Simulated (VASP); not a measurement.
Runs of VASP 6.6.1 on CuH2. The structure is that of space group P6/mmm (No. 191), or close to it. The cells are those of the table. 

| task | cell | k mesh | cutoff (eV) | gap on the mesh (eV) | pressure (GPa) | relaxed volume (Å³/atom) |
| --- | --- | --- | --- | --- | --- | --- |
| single point | a = 3.358, b = 3.358, c = 2.362 Å, angles 90.0, 90.0, 120.0°, 3 atoms | 6 × 6 × 8 | 520 | none | -11.8 | - |
| relaxation of cell and atoms | relaxed from a = 3.010, b = 3.010, c = 2.417 Å, angles 90.0, 90.0, 120.0°, 3 atoms | 18 × 18 × 18 | 600 | none | -0.1 | (b) |
| relaxation of cell and atoms | relaxed from a = 3.358, b = 3.358, c = 2.362 Å, angles 90.0, 90.0, 120.0°, 3 atoms | 6 × 6 × 8 | 600 | none | -0.4 | 6.36 |
| single point | a = 3.010, b = 3.010, c = 2.417 Å, angles 90.0, 90.0, 120.0°, 3 atoms | 6 × 6 × 8 | 520 | none | (a) | - |
| single point | a = 3.010, b = 3.010, c = 2.420 Å, angles 90.0, 90.0, 120.0°, 3 atoms | 18 × 18 × 18 | 520 | none | 0.0 | - |

Alike in all rows: level PBE; potentials or basis VASP PAW PBE potentials, release 64 (Cu, H); no spin polarisation; smearing gaussian 0.1 eV.

Fill in the values left out.

(a) 0.2; (b) 6.34.

Caveats: some runs use coarse meshes; the volume moved by over 15 % at a fixed basis, so the end points are rough (at least some runs).

A gap of «none» marks levels without a gap at the run's occupations.
